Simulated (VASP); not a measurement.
The system is Ti.

```
CELL_PARAMETERS angstrom
0.00000 2.84000 2.84000
2.84000 0.00000 2.84000
2.84000 2.84000 0.00000
ATOMIC_POSITIONS crystal
Ti 0.00000 0.00000 0.00000
Ti 0.25000 0.25000 0.25000
```

This isn't the form of Ti at room conditions, which is hcp.

| Property | Result |
| --- | --- |
| Program | VASP 6.6.1 |
| Task | relaxation of cell and atoms |
| Functional | LDA |
| Potentials or basis | VASP PAW LDA potentials, release 64 (Ti_sv) |
| Cutoff | 600 eV |
| k mesh | 6 × 6 × 6 |
| Occupations | methfessel-paxton, width 0.05 eV |
| Spin | no spin polarisation |

At the start: pressure -6.3 GPa; volume 22.91 Å³/atom.

**Question.** Where does the relaxation end?

**Answer.** Over 3 steps the energy falls by 70.7 meV/atom and the volume is 19.95 Å³/atom (-12.9 %); space group Fd-3m (No. 227, to 0.1 Å) before and after.

The path:
| step | energy change (eV) | largest force (eV/Å) | pressure (GPa) | volume (Å³) |
| --- | --- | --- | --- | --- |
| 1 | 0.0000 | 0.0000 | -6.29 | 45.81 |
| 2 | -0.1412 | 0.0000 | -0.39 | 40.11 |
| 3 | -0.1415 | 0.0000 | -0.04 | 39.90 |

Final structure:
```
CELL_PARAMETERS angstrom
0.00000 2.71214 2.71214
2.71214 0.00000 2.71214
2.71214 2.71214 0.00000
ATOMIC_POSITIONS crystal
Ti 0.00000 0.00000 0.00000
Ti 0.25000 0.25000 0.25000
```
